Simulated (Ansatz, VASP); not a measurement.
# ScPt in VASP and in Ansatz

The input INCAR:

```
SYSTEM = ScPt
  PREC = Accurate
  ENCUT = 520
  EDIFF = 1E-6
  ISMEAR = -1
  SIGMA = 0.05
  LREAL = .False.
  LASPH = .True.
  NELM = 80
  ALGO = Normal
  ISIF = 2
  LWAVE = .False.
  LCHARG = .False.
  GGA = CA
  NBANDS = 18
```

File KPOINTS:

```
Automatic mesh
0
Gamma
  10 10 10
  0 0 0
```

File POSCAR:

```
ScPt
1.0
    3.2808638672      0.0000000000      0.0000000000
    0.0000000000      3.2808638672      0.0000000000
    0.0000000000      0.0000000000      3.2808638672
Sc Pt
1 1
Direct
    0.5000000000      0.5000000000      0.5000000000
    0.0000000000      0.0000000000      0.0000000000
```

Input for Ansatz:

```yaml
crystal:
  lattice:
    - [3.2808638672, 0.0, 0.0]
    - [0.0, 3.2808638672, 0.0]
    - [0.0, 0.0, 3.2808638672]
  atoms:
    - { symbol: Sc, position: [0.5, 0.5, 0.5] }
    - { symbol: Pt, position: [0.0, 0.0, 0.0] }
kpoints:
  mp_grid: { grid: [10, 10, 10] }
  band_path:
    path:
      - [0.0, 0.0, 0.0]
      - [0.0, 0.5, 0.0]
      - [0.5, 0.5, 0.0]
      - [0.0, 0.0, 0.0]
      - [0.5, 0.5, 0.5]
      - [0.0, 0.5, 0.0]
      - [0.5, 0.5, 0.5]
      - [0.5, 0.5, 0.0]
    npoints: 5
scf:
  occupations: { method: fermi_dirac, width: 0.05 }
hamiltonian:
  xc: lda
  pseudopotentials: { kind: all_electron, lapw: { basis_error: 0.00025 } }
output:
  forces: true
  stress: true
  eigenvalues: true
```

Change from the starting cell: volume scaled by 1.01.

Alike in both runs: task single point; functional LDA; k mesh 10 × 10 × 10; occupations fermi-dirac, width 0.05 eV; no spin polarisation.

|  | VASP | Ansatz |
| --- | --- | --- |
| version | VASP 6.6.1 | Ansatz 0.2.0 |
| potentials or method | VASP PAW LDA potentials, release 64 (Sc_sv, Pt), cutoff 520 eV | all-electron LAPW, scalar-relativistic |

|  | VASP | Ansatz | Ansatz less VASP |
| --- | --- | --- | --- |
| pressure (GPa) | -6.2 | -6.8 | -0.57 |

LDA's correlation is that of Perdew and Zunger in VASP and of Perdew and Wang (1992) in Ansatz. Ansatz ran all-electron here, and VASP with PAW potentials.

Neither program's run includes spin-orbit coupling.
